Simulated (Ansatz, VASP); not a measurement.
KCdI3: VASP beside Ansatz

```
CELL_PARAMETERS angstrom
5.93699 0.00000 0.00000
0.00000 5.93699 0.00000
0.00000 0.00000 5.93699
ATOMIC_POSITIONS crystal
K 0.00000 0.00000 0.00000
Cd 0.50000 0.50000 0.50000
I 0.50000 0.50000 0.00000
I 0.50000 0.00000 0.50000
I 0.00000 0.50000 0.50000
```

Alike in both runs: task single point; functional PBE; k mesh 4 × 4 × 4; occupations fermi-dirac, width 0.02 eV; no spin polarisation.

|  | VASP | Ansatz |
| --- | --- | --- |
| version | VASP 6.6.1 | Ansatz 0.2.0 |
| potentials or method | VASP PAW PBE potentials, release 64 (K_sv, Cd, I) | plane waves, PAW |
| plane-wave cutoff (eV) | 520 | 420 |
| valence electrons in the cell | 42 | 80 |

```csv
,VASP,Ansatz,Ansatz less VASP
pressure (GPa),0.6,0.6,-0.06
```

VASP's potentials hold 42 valence electrons a cell and Ansatz's 80, so a difference there can come from the potentials and not from the codes.

Spin-orbit coupling is off throughout.
